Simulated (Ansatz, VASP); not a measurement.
## BaTe in VASP and in Ansatz

```xyz
4
Lattice="4.8456 0.0000 0.0000 -2.4228 4.1964 0.0000 0.0000 0.0000 8.5042" Properties=species:S:1:pos:R:3 pbc="T T T"
Ba    0.0000    0.0000    0.0000
Ba    0.0000    0.0000    4.2521
Te    0.0000    2.7976    2.1260
Te    2.4228    1.3988    6.3781
```

Alike in both runs: task single point; functional PBE; k mesh 6 × 6 × 4; no spin polarisation.

|  | VASP | Ansatz |
| --- | --- | --- |
| version | VASP 6.6.1 | Ansatz 0.2.0 |
| potentials or method | VASP PAW PBE potentials, release 64 (Ba_sv, Te) | plane waves, PAW |
| plane-wave cutoff (eV) | 520 | 420 |
| occupations | gaussian, width 0.01 eV | fixed |
| valence electrons in the cell | 32 | 52 |

```tsv
	VASP	Ansatz	Ansatz less VASP
gap on the k mesh at the Fermi level (eV)	1.62	1.71	+0.086
pressure (GPa)	1.3	1.0	-0.35
traceless stress, the component that is largest in VASP (GPa)	0.12	0.08	-0.044
```

VASP's potentials hold 32 valence electrons a cell and Ansatz's 52, so a difference there can come from the potentials and not from the codes.

Spin-orbit coupling is off throughout.
